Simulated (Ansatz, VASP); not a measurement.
# CdF2 in VASP and in Ansatz

```
CELL_PARAMETERS angstrom
0.00000 2.63900 2.63900
2.63900 0.00000 2.63900
2.63900 2.63900 0.00000
ATOMIC_POSITIONS crystal
Cd 0.00000 0.00000 0.00000
F 0.75000 0.75000 0.75000
F 0.25000 0.25000 0.25000
```

Alike in both runs: task single point; functional LDA; k mesh 9 × 9 × 9; occupations fermi-dirac, width 0.05 eV; no spin polarisation.

```csv
,VASP,Ansatz
version,VASP 6.6.1,Ansatz 0.2.0
potentials or method,"VASP PAW LDA potentials, release 64 (Cd_sv_GW, F)",Ansatz PAW
plane-wave cutoff (eV),700,420
valence electrons in the cell,34,34
```

```tsv
	VASP	Ansatz	Ansatz less VASP
gap on the k mesh at the Fermi level (eV)	3.07	3.06	-0.004
least direct gap on the mesh (eV)	3.43	3.42	-0.008
pressure (GPa)	1.3	1.4	+0.15
```

LDA's correlation is that of Perdew and Zunger in VASP and of Perdew and Wang (1992) in Ansatz.

Noted on Ansatz's run: odd divisions of the mesh miss points on the zone boundary, where band edges often lie, so the gap on the mesh can be too wide.
